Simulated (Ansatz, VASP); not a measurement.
C: VASP beside Ansatz

```
C
1.0
     0.00000    1.42317   -3.36139
    -2.46500    0.00000    0.00000
     1.64333    9.21152    2.68419
C
10
Direct
  0.41404 0.19595 0.89392
  0.75510 0.64582 0.06874
  0.91984 0.28336 0.27503
  0.08457 0.92089 0.48133
  0.24931 0.55842 0.68763
  0.80963 0.19171 0.13756
  0.97437 0.82924 0.34386
  0.13910 0.46677 0.55015
  0.30384 0.10430 0.75645
  0.46858 0.74183 0.96275
```

Alike in both runs: task single point; functional PBE; dispersion D3(BJ); k mesh 7 × 11 × 3; occupations gaussian, width 0.05 eV; no spin polarisation.

|  | VASP | Ansatz |
| --- | --- | --- |
| version | VASP 6.6.1 | Ansatz 0.2.0 |
| potentials or method | VASP PAW PBE potentials, release 64 (C), cutoff 520 eV | scalar-relativistic, plane waves, PAW |
| valence electrons in the cell | 40 | 40 |

|  | VASP | Ansatz | Ansatz less VASP |
| --- | --- | --- | --- |
| gap on the k mesh at the Fermi level (eV) | 0.23 | 0.23 | 0.000 |
| least direct gap on the mesh (eV) | 0.27 | 0.27 | +0.001 |
| pressure (GPa) | -0.3 | -0.7 | -0.44 |
| traceless stress, the component that is largest in VASP (GPa) | -13.68 | -13.68 | +0.001 |
| rms of the force components (eV/Å) | 1.454 | 1.455 | +0.0004 |

Atom by atom the forces differ by 0.008 eV/Å (rms over components).
